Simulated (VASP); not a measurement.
Set up this calculation in VASP 6.6.1, as the native input.

```yaml
Task: single point
Functional: LDA
Potentials_or_basis: VASP PAW LDA potentials, release 64 (Fe_sv, O)
Cutoff: 700 eV
k_mesh: 8 × 8 × 8
Occupations: gaussian, width 0.05 eV
Spin: collinear spin, ferromagnetic start
Starting_moments: "[3.8, 0.25] μB"
Hubbard_terms: Fe d U = 5.0 eV, J = 0.9 eV
Dipole_correction: no
LDAUTYPE: 1
Hund's_J: 0.9
Further_INCAR_settings: ALGO = Normal; EDIFF = 1e-06; NBANDS = 22
```

The structure of FeO lies in POSCAR:

```
FeO
1.0
    0.0000000000      2.1554001600      2.1554001600
    2.1554001600      0.0000000000      2.1554001600
    2.1554001600      2.1554001600      0.0000000000
Fe O
1 1
Direct
    0.0000000000      0.0000000000      0.0000000000
    0.5000000000      0.5000000000      0.5000000000
```

The input as run:

INCAR

```
SYSTEM = FeO
  PREC = Accurate
  ENCUT = 700
  EDIFF = 1E-6
  ISMEAR = 0
  SIGMA = 0.05
  LREAL = .False.
  LASPH = .True.
  NELM = 200
  ALGO = Normal
  ISIF = 2
  LWAVE = .False.
  LCHARG = .False.
  ISPIN = 2
  MAGMOM = 3.8 0.25
  LORBIT = 11
  LMAXMIX = 4
  LDAU = .True.
  LDAUTYPE = 1
  LDAUL = 2 -1
  LDAUU = 5 0
  LDAUJ = 0.9 0
  LDAUPRINT = 1
  GGA = CA
  NBANDS = 22
  GGA_COMPAT = .False.
```

KPOINTS

```
Automatic mesh
0
Gamma
  8 8 8
  0 0 0
```

Potentials or basis: VASP PAW LDA potentials, release 64 (Fe_sv, O).

Command:

```sh
$ cat potpaw_LDA.64/Fe_sv/POTCAR potpaw_LDA.64/O/POTCAR > POTCAR
$ mpirun -np 1 vasp_std > vasp.out
```

Results of the run:

* Pressure: -15.1 GPa
* Band gap on the k mesh: zero (filled and empty bands overlap)
* Net moment: 4.00 μB per cell
* Site moments: Fe +3.62; O +0.23 μB
* Valence electrons inside the program's atomic spheres: Fe 13.61; O 4.98

Caveat: the cell stands under tension; a cell with one magnetic atom can't hold antiferromagnetic order, which such compounds often take.

It took 27 s on 1 thread of AMD EPYC 9R45 96-Core Processor (Zen 5), with other jobs on the host, peak memory 0.13 GiB.
